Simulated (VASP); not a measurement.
# Si2Ni (Fm-3m) in VASP: notebook

Si2Ni is run at these levels: LDA; tasks: single point.

All numbers are computed with VASP 6.6.1; they aren't measurements. Logs are shortened: lines on timing, memory, paths and dates and some standing lists are left out, and cuts for length are marked.

### Step 1. The cell of the first run

The structure is cubic, space group Fm-3m (No. 225). The conventional cell has a = 5.351 Å, b = 5.351 Å, c = 5.351 Å, α = 90.00°, β = 90.00°, γ = 90.00°. Si (site symmetry -43m) has 4 Ni at 2.32 Å and 6 Si at 2.68 Å within 3.1 Å. Within 3.1 Å of Ni (site symmetry m-3m) lie 8 Si at 2.32 Å.

### Step 2. Single point, LDA, collinear spin, ferromagnetic start

The input, INCAR:

```
ALGO = Normal
EDIFF = 1E-6
ENCUT = 520
ISIF = 2
ISMEAR = 0
ISPIN = 2
LASPH = True
LCHARG = True
LELF = True
LMAXMIX = 4
LORBIT = 11
LREAL = False
LVHAR = True
LWAVE = False
MAGMOM = 0 0 0.125
NBANDS = 20
NELM = 150
NUPDOWN = 0.125
PREC = Accurate
SIGMA = 0.15
```

The input, KPOINTS:

```
k-points
0
Gamma
  14 14 14
```

The input, POSCAR:

```
Si2Ni
1.0
    0.0000000000      2.6754800491      2.6754800491
    2.6754800491      0.0000000000      2.6754800491
    2.6754800491      2.6754800491      0.0000000000
Si Ni
2 1
Direct
    0.2500000000      0.2500000000      0.2500000000
    0.7500000000      0.7500000000      0.7500000000
    0.0000000000      0.0000000000      0.0000000000
```

Potentials or basis: VASP PAW LDA potentials, release 64 (Si, Ni).

Launch:

```
> cat potpaw_LDA.64/Si/POTCAR potpaw_LDA.64/Ni/POTCAR > POTCAR
> mpirun -np 1 vasp_std > vasp.out
```

OUTCAR:

```text
EDIFF = 1E-6
   ENCUT = 520
   ISIF = 2
   ISMEAR = 0
   ISPIN = 2
   LASPH = True
   LORBIT = 11
   LREAL = False
   NELM = 150
   NUPDOWN = 0.125
   PREC = Accurate

 ion  position               nearest neighbor table
   1  0.250  0.250  0.250-   3 2.32   3 2.32   3 2.32   3 2.32   2 2.68   2 2.68   2 2.68   2 2.68
                             2 2.68   2 2.68
   2  0.750  0.750  0.750-   3 2.32   3 2.32   3 2.32   3 2.32   1 2.68   1 2.68   1 2.68   1 2.68
                             1 2.68   1 2.68
   3  0.000  0.000  0.000-   1 2.32   2 2.32   2 2.32   2 2.32   2 2.32   1 2.32   1 2.32   1 2.32

  LATTYP: Found a face centered cubic cell.
 ALAT       =     5.3509600982

  Lattice vectors:

 A1 = (   0.0000000000,   2.6754800491,   2.6754800491)
 A2 = (   2.6754800491,   0.0000000000,   2.6754800491)
 A3 = (   2.6754800491,   2.6754800491,   0.0000000000)

Analysis of symmetry for initial positions (statically):
=====================================================================
 Subroutine PRICEL returns:
 Original cell was already a primitive cell.

 Routine SETGRP: Setting up the symmetry group for a
 face centered cubic supercell.

 Subroutine GETGRP returns: Found 48 space group operations
 (whereof 48 operations were pure point group operations)
 out of a pool of 48 trial point group operations.

The static configuration has the point symmetry O_h .

Analysis of symmetry for dynamics (positions and initial velocities):
=====================================================================
 Subroutine PRICEL returns:
 Original cell was already a primitive cell.

 Routine SETGRP: Setting up the symmetry group for a
 face centered cubic supercell.

 Subroutine GETGRP returns: Found 48 space group operations
 (whereof 48 operations were pure point group operations)
 out of a pool of 48 trial point group operations.

The dynamic configuration has the point symmetry O_h .

Analysis of structural, dynamic, and magnetic symmetry:
=====================================================================
 Subroutine PRICEL returns:
 Original cell was already a primitive cell.

 Routine SETGRP: Setting up the symmetry group for a
 face centered cubic supercell.

 Subroutine GETGRP returns: Found 48 space group operations
 (whereof 48 operations were pure point group operations)
 out of a pool of 48 trial point group operations.

The overall configuration has the point symmetry O_h .

 Subroutine INISYM returns: Found 48 space group operations
 (whereof 48 operations are pure point group operations),
 and found     1 'primitive' translations

----------------------------------------------------------------------------------------

                                     Primitive cell

  volume of cell :      38.3032

  direct lattice vectors                    reciprocal lattice vectors
     0.000000000  2.675480049  2.675480049    -0.186882350  0.186882350  0.186882350
     2.675480049  0.000000000  2.675480049     0.186882350 -0.186882350  0.186882350
     2.675480049  2.675480049  0.000000000     0.186882350  0.186882350 -0.186882350

  length of vectors
     3.783700171  3.783700171  3.783700171     0.323689726  0.323689726  0.323689726

  position of ions in fractional coordinates (direct lattice)
     0.250000000  0.250000000  0.250000000
     0.750000000  0.750000000  0.750000000
     0.000000000  0.000000000  0.000000000

  ion indices of the primitive-cell ions
   primitive index   ion index
                 1           1
                 2           2
                 3           3

----------------------------------------------------------------------------------------

 KPOINTS: k-points

Automatic generation of k-mesh.
 Grid dimensions read from file:
 generate k-points for:   14   14   14

 Generating k-lattice:

  Cartesian coordinates                     Fractional coordinates (reciprocal lattice)
    -0.013348739  0.013348739  0.013348739     0.071428571  0.000000000  0.000000000
     0.013348739 -0.013348739  0.013348739     0.000000000  0.071428571  0.000000000
     0.013348739  0.013348739 -0.013348739     0.000000000  0.000000000  0.071428571

  Length of vectors
     0.023120695  0.023120695  0.023120695

  Shift w.r.t. Gamma in fractional coordinates (k-lattice)
     0.000000000  0.000000000  0.000000000

 Subroutine IBZKPT returns following result:
 ===========================================

 Found    104 irreducible k-points:

 Following reciprocal coordinates:
            Coordinates               Weight
  0.000000  0.000000  0.000000      1.000000
  0.071429  0.000000  0.000000      8.000000
  0.142857  0.000000  0.000000      8.000000
  0.214286  0.000000  0.000000      8.000000
  0.285714  0.000000  0.000000      8.000000
  0.357143  0.000000  0.000000      8.000000
[... 16 lines left out ...]
  0.214286  0.142857  0.000000     24.000000
  0.285714  0.142857  0.000000     24.000000
 [... further k-points ...]
   k-points           NKPTS =    104   k-points in BZ     NKDIM =    104   number of bands    NBANDS=     20
   number of dos      NEDOS =    301   number of ions     NIONS =      3
   total plane-waves  NPLWV =  21952
   dimension x,y,z NGX =    28 NGY =   28 NGZ =   28
   dimension x,y,z NGXF=    56 NGYF=   56 NGZF=   56
   ions per type =               2   1
   NGX,Y,Z   is equivalent  to a cutoff of  12.30, 12.30, 12.30 a.u.
   NGXF,Y,Z  is equivalent  to a cutoff of  24.60, 24.60, 24.60 a.u.
 SYSTEM =  unknown system
   PREC   = accura    normal or accurate (medium, high low for compatibility)
   ISTART =      0    job   : 0-new  1-cont  2-samecut
   ICHARG =      2    charge: 1-file 2-atom 10-const
   ISPIN  =      2    spin polarized calculation?
   LNONCOLLINEAR =      F non collinear calculations
   LSORBIT =      F    spin-orbit coupling
   LASPH  =      T    aspherical Exc in radial PAW
   ENCUT  =  520.0 eV  38.22 Ry    6.18 a.u.   7.04  7.04  7.04*2*pi/ulx,y,z
   NELM   =    150;   NELMIN=  2; NELMDL= -5     # of ELM steps
   EDIFF  = 0.1E-05   stopping-criterion for ELM
   LREAL  =      F    real-space projection
   EDIFFG = 0.1E-04   stopping-criterion for IOM
   NSW    =      0    number of steps for IOM
   IBRION =     -1    ionic relax: 0-MD 1-quasi-New 2-CG
   NFREE  =      0    steps in history (QN), initial steepest desc. (CG)
   ISIF   =      2    stress and relaxation
   ISYM   =      2    0-nonsym 1-usesym 2-fastsym
   POTIM  = 0.5000    time-step for ionic-motion
   TEBEG  =    0.0;   TEEND  =   0.0 temperature during run
   PSTRESS=    0.0 pullay stress
   NELECT =      18.0000    total number of electrons
   NUPDOWN=       0.1250    fix difference up-down
   EMIN   =  10.00;   EMAX   =-10.00  energy-range for DOS
   EFERMI =   0.00;   METHOD = LEGACY
   ISMEAR =     0;   SIGMA  =   0.15  broadening in eV -4-tet -1-fermi 0-gaus
   EFERMI_NEDOS =   21; number of points for ismear=-14 and -15
   IALGO  =     38    algorithm
   IMIX   =      4    mixing-type and parameters
     AMIX     =   0.40;   BMIX     =  1.00
     AMIX_MAG =   1.60;   BMIX_MAG =  1.00
  volume/ion in A,a.u.               =      12.77        86.16
  Fermi-wavevector in a.u.,A,eV,Ry     =   1.272782  2.405209 22.041077  1.619973
  Thomas-Fermi vector in A             =   2.405641
   LORBIT       =     11    0 simple, 1 ext, 2 COOP (PROOUT), +10 PAW based schemes
   GGA     = CA    functional components
   LHFCALC =     F    Hartree Fock is set to
   AEXX    =    0.0000 exact exchange contribution
   IVDW    =     0    specifies the selected vdW correction
   LEPSILON=     F    determine dielectric tensor
   LRPA    =     F    only Hartree local field effects (RPA)
 spin polarized calculation
 Gauss-broadening in eV      SIGMA  =   0.15
  energy-cutoff  :      520.00
  volume of cell :       38.30
 maximum number of plane-waves:      1056
   NGX = 13   NGY = 13   NGZ = 13

 number of electron      17.9999990 magnetization       0.1250000

 Free energy of the ion-electron system (eV)
  ---------------------------------------------------
  ext. energy  EPLUGINS =         0.00000000
  ---------------------------------------------------
  free energy    TOTEN  =       -19.89590283 eV

  energy without entropy =      -19.88585506  energy(sigma->0) =      -19.89087894

 E-fermi :  10.6902     XC(G=0): -11.8977

 val. band max:       10.9241822853   @ k =   0.5000   0.3571   0.0714
 cond. band min:      10.6955873804   @ k =   0.0000   0.0000   0.0000
 fundamental gap:     -0.2285949049
 Fermi energy:        10.9422648306

 spin component 1

 k-point     1 :       0.0000    0.0000    0.0000
  band No.  band energies     occupation
      1      -3.2968      1.00000
      2       5.3531      1.00000
      3       5.3531      1.00000
      4       5.3531      1.00000
      5       7.0839      1.00000
      6       7.0839      1.00000
[... 12 lines left out ...]
     19      19.9044      0.00000
     20      23.9668      0.00000

 k-point     2 :       0.0714    0.0000    0.0000
  band No.  band energies     occupation
      1      -3.2194      1.00000
      2       5.2081      1.00000
      3       5.3779      1.00000
      4       5.3779      1.00000
      5       7.0691      1.00000
      6       7.0691      1.00000
[... 12 lines left out ...]
     19      20.2626      0.00000
     20      24.2215      0.00000
[... 465 lines left out ...]
      3       5.4507      1.00000
      4       5.4738      1.00000
      5       6.6722      1.00000
      6       7.1900      1.00000
[... 12 lines left out ...]
     19      22.6403      0.00000
     20      26.3579      0.00000

 k-point    24 :       0.2857    0.1429    0.0000
  band No.  band energies     occupation
      1      -2.1773      1.00000
      2       3.8840      1.00000
      3       5.5317      1.00000
      4       5.5678      1.00000
      5       6.5525      1.00000
      6       7.2194      1.00000
[... 12 lines left out ...]
     19      24.1031      0.00000
     20      26.3835      0.00000

 [... further k-points ...]

 spin component 2

 k-point     1 :       0.0000    0.0000    0.0000
  band No.  band energies     occupation
      1      -3.2711      1.00000
      2       5.4035      1.00000
      3       5.4035      1.00000
      4       5.4035      1.00000
      5       7.1293      1.00000
      6       7.1293      1.00000
[... 12 lines left out ...]
     19      19.9237      0.00000
     20      23.9927      0.00000

 k-point     2 :       0.0714    0.0000    0.0000
  band No.  band energies     occupation
      1      -3.1937      1.00000
      2       5.2567      1.00000
      3       5.4283      1.00000
      4       5.4283      1.00000
      5       7.1144      1.00000
      6       7.1144      1.00000
[... 12 lines left out ...]
     19      20.2821      0.00000
     20      24.2476      0.00000
[... 465 lines left out ...]
      3       5.4989      1.00000
      4       5.5226      1.00000
      5       6.7142      1.00000
      6       7.2362      1.00000
[... 12 lines left out ...]
     19      22.6617      0.00000
     20      26.3854      0.00000

 k-point    24 :       0.2857    0.1429    0.0000
  band No.  band energies     occupation
      1      -2.1514      1.00000
      2       3.9218      1.00000
      3       5.5792      1.00000
      4       5.6166      1.00000
      5       6.5936      1.00000
      6       7.2663      1.00000
[... 12 lines left out ...]
     19      24.1253      0.00000
     20      26.4092      0.00000

 [... further k-points ...]
[... 5 lines left out ...]
  --------------------------------------------------------------------------------------
  -------------------------------------------------------------------------------------
  Total        0.0240199      0.0240199      0.0240199      0.0000000      0.0000000     -0.0000000
  in kB        1.0047251      1.0047251      1.0047251      0.0000000      0.0000000     -0.0000000
  external PRESSURE =       1.0047251 kB  Pullay stress =       0.0000000 kB

 VOLUME and BASIS-vectors are now :
 -----------------------------------------------------------------------------
  energy-cutoff  :      520.00
  volume of cell :       38.30
      direct lattice vectors                 reciprocal lattice vectors
     0.000000000  2.675480049  2.675480049    -0.186882350  0.186882350  0.186882350
     2.675480049  0.000000000  2.675480049     0.186882350 -0.186882350  0.186882350
     2.675480049  2.675480049  0.000000000     0.186882350  0.186882350 -0.186882350

 POSITION                                       TOTAL-FORCE (eV/Angst)
 -----------------------------------------------------------------------------------
      1.33774      1.33774      1.33774        -0.000000     -0.000000     -0.000000
      4.01322      4.01322      4.01322         0.000000      0.000000     -0.000000
      0.00000      0.00000      0.00000         0.000000      0.000000      0.000000
 -----------------------------------------------------------------------------------
    total drift:                               -0.000000     -0.000000      0.000000

  FREE ENERGIE OF THE ION-ELECTRON SYSTEM (eV)
  ---------------------------------------------------
  free  energy   TOTEN  =       -19.8959028252 eV

  energy  without entropy=      -19.8858550633  energy(sigma->0) =      -19.89087894

 total charge

# of ion       s       p       d       tot
------------------------------------------
    1        0.745   0.871   0.000   1.616
    2        0.745   0.871   0.000   1.616
    3        0.580   0.845   8.489   9.914
--------------------------------------------------
tot          2.070   2.587   8.489  13.146

 magnetization (x)

# of ion       s       p       d       tot
------------------------------------------
    1        0.011   0.005   0.000   0.016
    2        0.011   0.005   0.000   0.016
    3        0.000   0.005   0.060   0.066
--------------------------------------------------
tot          0.022   0.016   0.060   0.098
```

Wall time 61 s (1 thread of Intel Xeon 6975P-C (Granite Rapids), shared host); peak memory 0.23 GiB.

What came out:

| Item | Value |
| --- | --- |
| Free energy | -19.8959 eV |
| Pressure | 0.1 GPa |
| Net moment | 0.12 μB per cell |
| Site moments | Si +0.02; Ni +0.07 μB |
| Valence electrons inside the program's atomic spheres | Si 1.62; Ni 9.91 |

Caveat: the total moment is fixed, so each spin has its own Fermi level.

[end of part 1 of 2]
